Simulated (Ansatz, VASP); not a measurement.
## K: VASP beside Ansatz

```xyz
1
Lattice="0.0000 3.4215 3.4215 3.4215 0.0000 3.4215 3.4215 3.4215 0.0000" Properties=species:S:1:pos:R:3 pbc="T T T"
K     0.0000    0.0000    0.0000
```

Alike in both runs: functional revPBE; k mesh 8 × 8 × 8; occupations fermi-dirac, width 0.1 eV; no spin polarisation.

Ansatz relaxed the structure, and its values are those at the end. VASP's run is a single point on that final structure, the one shown.

|  | VASP | Ansatz |
| --- | --- | --- |
| version | VASP 6.6.1 | Ansatz 0.2.0 |
| potentials or method | VASP PAW PBE potentials, release 64 (K_sv), cutoff 520 eV | plane waves (420 eV) with PAW, scalar-relativistic |
| valence electrons in the cell | 9 | 9 |

```tsv
	VASP	Ansatz	Ansatz less VASP
pressure (GPa)	0.0	0.0	+0.01
```

VASP's potentials were made for PBE, not for revPBE.
